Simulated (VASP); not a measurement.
# C (P6_3/mmc) in VASP: a series of runs, part 2 of 2

VASP 6.6.1. Earlier steps stand in the parts before.

## Step 6: Single point, PBEsol+D3(BJ) (9.43 Å³/atom)

This run uses another cell than the first one, of 9.43 Å³/atom.

INCAR reads:

```
PREC = Accurate ; ENCUT = 520
EDIFF = 1E-6 ; ISMEAR = 0
SIGMA = 0.15 ; LREAL = F
LASPH = T ; NELM = 60
ALGO = Normal ; ISIF = 2
LWAVE = F ; LCHARG = F
GGA = PS ; IVDW = 12
NBANDS = 16
```

KPOINTS reads:

```
Automatic mesh
0
Gamma
  21 21 8
```

POSCAR reads:

```
C
1.0
    2.4344793563      0.0000000000      0.0000000000
   -1.2172396782      2.1083209675      0.0000000000
    0.0000000000      0.0000000000      7.3521276559
C
4
Direct
    0.0000000000      0.0000000000      0.0025000000
    0.0000000000      0.0000000000      0.5025000000
    0.3333333333      0.6666666667      0.0025000000
    0.6666666667      0.3333333333      0.5025000000
```

Potentials or basis: VASP PAW PBE potentials, release 64 (C).

On the command line:

```bash
cat potpaw_PBE.64/C/POTCAR > POTCAR
mpirun -np 1 vasp_std > vasp.out
```

OUTCAR:

```text
PREC = Accurate
   ENCUT = 520
   EDIFF = 1E-6
   ISMEAR = 0
   LREAL = F
   LASPH = T
   NELM = 60
   ISIF = 2
   GGA = PS
   IVDW = 12
 IVDW          = 12

 ion  position               nearest neighbor table
   1  0.000  0.000  0.002-   3 1.41   3 1.41   3 1.41
   2  0.000  0.000  0.502-   4 1.41   4 1.41   4 1.41
   3  0.333  0.667  0.002-   1 1.41   1 1.41   1 1.41
   4  0.667  0.333  0.502-   2 1.41   2 1.41   2 1.41

  LATTYP: Found a hexagonal cell.
 ALAT       =     2.4344793563
 C/A-ratio  =     3.0199999999

  Lattice vectors:

 A1 = (   2.4344793563,   0.0000000000,   0.0000000000)
 A2 = (  -1.2172396782,   2.1083209675,   0.0000000000)
 A3 = (   0.0000000000,   0.0000000000,   7.3521276559)

Analysis of symmetry for initial positions (statically):
=====================================================================
 Subroutine PRICEL returns:
 Original cell was already a primitive cell.

 Routine SETGRP: Setting up the symmetry group for a
 hexagonal supercell.

[... 173 lines left out ...]
 E-fermi :   4.0524     XC(G=0):  -9.9683

 val. band max:        4.0503118607   @ k =   0.3333   0.3333   0.5000
 cond. band min:       4.0524636939   @ k =   0.3333   0.3333   0.2500
 fundamental gap:      0.0021518332
 Fermi energy:         4.0523655663

 k-point     1 :       0.0000    0.0000    0.0000
  band No.  band energies     occupation
      1     -15.7983      2.00000
      2     -15.6544      2.00000
      3      -4.4314      2.00000
      4      -3.2180      2.00000
      5       1.0764      2.00000
      6       1.0764      2.00000
[... 433 lines left out ...]
      3      -3.1347      2.00000
      4      -3.1014      2.00000
      5      -2.5739      2.00000
      6      -1.5175      2.00000
[... 8 lines left out ...]
     15      16.4701      0.00000
     16      16.5927      0.00000

 [... further k-points ...]

------------------------ aborting loop because EDIFF is reached ----------------------------------------

 Edisp (eV)   -0.39980

 E8    (eV) :    -0.1939

  FORCE on cell =-STRESS in cart. coord.  units (eV):
  Direction    XX          YY          ZZ          XY          YZ          ZX
  --------------------------------------------------------------------------------------
  -------------------------------------------------------------------------------------
  Total       3.14228     3.14228    -0.48495    -0.00000     0.00000     0.00000
  in kB     133.41365   133.41365   -20.58967    -0.00000     0.00000     0.00000
  external pressure =       82.08 kB  Pullay stress =        0.00 kB

 VOLUME and BASIS-vectors are now :
 -----------------------------------------------------------------------------
  energy-cutoff  :      520.00
  volume of cell :       37.74
      direct lattice vectors                 reciprocal lattice vectors
     2.434479356  0.000000000  0.000000000     0.410765447  0.237155541  0.000000000
    -1.217239678  2.108320968  0.000000000     0.000000000  0.474311082  0.000000000
     0.000000000  0.000000000  7.352127656     0.000000000  0.000000000  0.136015049

 POSITION                                       TOTAL-FORCE (eV/Angst)
 -----------------------------------------------------------------------------------
      0.00000      0.00000      0.01838         0.000000     -0.000000      0.000000
      0.00000      0.00000      3.69444        -0.000000     -0.000000     -0.000000
     -0.00000      1.40555      0.01838        -0.000000      0.000000     -0.000000
      1.21724      0.70277      3.69444        -0.000000     -0.000000      0.000000
 -----------------------------------------------------------------------------------
    total drift:                               -0.000000     -0.000000      0.000011

  FREE ENERGIE OF THE ION-ELECTRON SYSTEM (eV)
  ---------------------------------------------------
  free  energy   TOTEN  =       -38.9471529981 eV

  energy  without entropy=      -38.9462069103  energy(sigma->0) =      -38.94667995
```

OSZICAR:

```text
N       E                     dE             d eps       ncg     rms          rms(c)
DAV:   1     0.323329493787E+02    0.32333E+02   -0.78608E+03  7680   0.926E+02
DAV:   2    -0.383737690403E+02   -0.70707E+02   -0.64182E+02 10792   0.185E+02
DAV:   3    -0.412104624162E+02   -0.28367E+01   -0.28194E+01 10088   0.348E+01
DAV:   4    -0.412351116743E+02   -0.24649E-01   -0.24640E-01  9736   0.393E+00
DAV:   5    -0.412355013456E+02   -0.38967E-03   -0.38965E-03  9960   0.469E-01    0.944E+00
DAV:   6    -0.391969826056E+02    0.20385E+01   -0.14027E+00  9192   0.735E+00    0.547E+00
DAV:   7    -0.385397496966E+02    0.65723E+00   -0.17114E+00  9472   0.823E+00    0.145E+00
DAV:   8    -0.385485386092E+02   -0.87889E-02   -0.77130E-02  9064   0.165E+00    0.293E-01
DAV:   9    -0.385471004202E+02    0.14382E-02   -0.20805E-03  9832   0.311E-01    0.117E-01
DAV:  10    -0.385473450777E+02   -0.24466E-03   -0.98282E-04  8304   0.185E-01    0.783E-02
DAV:  11    -0.385473481578E+02   -0.30801E-05   -0.36041E-05  9832   0.399E-02    0.118E-02
DAV:  12    -0.385473502773E+02   -0.21195E-05   -0.18107E-06  8840   0.898E-03    0.415E-03
DAV:  13    -0.385473505649E+02   -0.28764E-06   -0.35515E-07  7424   0.451E-03
   1 F= -.38947153E+02 E0= -.38946680E+02  d E =-.946088E-03
```

stdout:

```text
POSCAR found type information on POSCAR C
 POSCAR found :  1 types and       4 ions
 scaLAPACK will be used
 -----------------------------------------------------------------------------
|                                                                             |
|                                                                             |
|     You enforced a specific xc type in the INCAR file but a different       |
|     I HOPE YOU KNOW WHAT YOU ARE DOING!                                     |
|                                                                             |
 -----------------------------------------------------------------------------

 LDA part: xc-table for (Slater+PW92), standard interpolation
 POSCAR, INCAR and KPOINTS ok, starting setup
 FFT: planning ... GRIDC
 FFT: planning ... GRID_SOFT
 FFT: planning ... GRID
 WAVECAR not read
 entering main loop
```

It took 2.4 min on 1 thread of Intel Xeon 8259CL, shared host; peak memory 0.23 GiB.

What came out:

* Free energy: -38.9472 eV
* Pressure: 8.2 GPa
* Band gap on the k mesh: zero (bands 8 and 9 overlap by 0.01 eV)
* Dispersion energy per atom: -0.100 eV

Stress tensor (GPa, compression positive):
```
13.34  0.00  0.00
 0.00 13.34  0.00
 0.00  0.00 -2.06
```

Caveat: the cell stands under pressure; the PAW data sets were made with another functional, which shifts forces and pressure a little.

## Step 7: Summary

| cell | gap on the mesh (eV) | pressure (GPa) |
| --- | --- | --- |
| a = 2.516, b = 2.516, c = 6.734 Å, angles 90.0, 90.0, 120.0°, 4 atoms | none | -17.7 |
| a = 2.556, b = 2.556, c = 6.521 Å, angles 90.0, 90.0, 120.0°, 4 atoms | none | -28.7 |
| a = 2.598, b = 2.598, c = 6.315 Å, angles 90.0, 90.0, 120.0°, 4 atoms | none | -38.6 |
| a = 2.436, b = 2.436, c = 7.182 Å, angles 90.0, 90.0, 120.0°, 4 atoms | none | 7.9 |
| a = 2.434, b = 2.434, c = 7.352 Å, angles 90.0, 90.0, 120.0°, 4 atoms | none | 8.2 |

Alike in all rows: task single point; level PBEsol+D3(BJ); potentials or basis VASP PAW PBE potentials, release 64 (C); no spin polarisation; k mesh 21 × 21 × 8; cutoff (eV) 520; smearing gaussian 0.15 eV.

Caveats: the PAW data sets were made with another functional, which shifts forces and pressure a little; the cell stands under tension (at least some runs); the cell stands under pressure (at least some runs).

Total energies depend on the potentials used, so only differences within one code and one set of settings carry meaning.
